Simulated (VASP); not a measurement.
A run of VASP 6.6.1 is set up as follows.

File POSCAR:

```
WC
1.0
    0.0000000000      2.1926840000      2.0830498000
    2.1926840000      0.0000000000      2.0830498000
    2.1926840000      2.1926840000      0.0000000000
W C
1 1
Direct
    0.0000000000      0.0000000000      0.0000000000
    0.5000000000      0.5000000000      0.5000000000
```

File INCAR.step1:

```
ALGO = Normal
EDIFF = 1E-4
ENCUT = 520
GGA = PE
ISMEAR = 0
LASPH = T
LCHARG = F
LREAL = F
LWAVE = T
NBANDS = 16
NELM = 60
PREC = Accurate
SIGMA = 0.15
```

Contents of INCAR.step2:

```
ALGO = Normal
EDIFF = 1E-6
ENCUT = 520
ISIF = 2
ISMEAR = 0
ISTART = 1
LASPH = T
LCHARG = F
LMIXTAU = T
LREAL = F
LWAVE = F
METAGGA = R2SCAN
NBANDS = 16
NELM = 60
PREC = Accurate
SIGMA = 0.15
```

The input KPOINTS:

```
k-points
0
Gamma
  18 18 18
```

Potentials or basis: VASP PAW PBE potentials, release 64 (W_sv, C).

Launch:

```sh
$ cat potpaw_PBE.64/W_sv/POTCAR potpaw_PBE.64/C/POTCAR > POTCAR
$ cp INCAR.step1 INCAR
$ mpirun -np 1 vasp_std > vasp.out
$ cp INCAR.step2 INCAR
$ mpirun -np 1 vasp_std > vasp.out
```

Question: Estimate the band gap on the k mesh.

Answer: Zero (bands 9 and 10 overlap by 3.24 eV).

Question: Predict the pressure.

Answer: 19.8 GPa.

Stress tensor (GPa, compression positive):
```
 6.32  0.00  0.00
 0.00  6.32  0.00
 0.00  0.00 46.66
```

Caveat: the cell differs from its parent crystal (strain +0.000 along x and y, -0.050 along z); the stress differs along the axes, from 6 to 47 GPa; the PAW data sets were made with another functional, which shifts forces and pressure a little; spin-orbit coupling is left out, which moves the levels of the heavy elements.
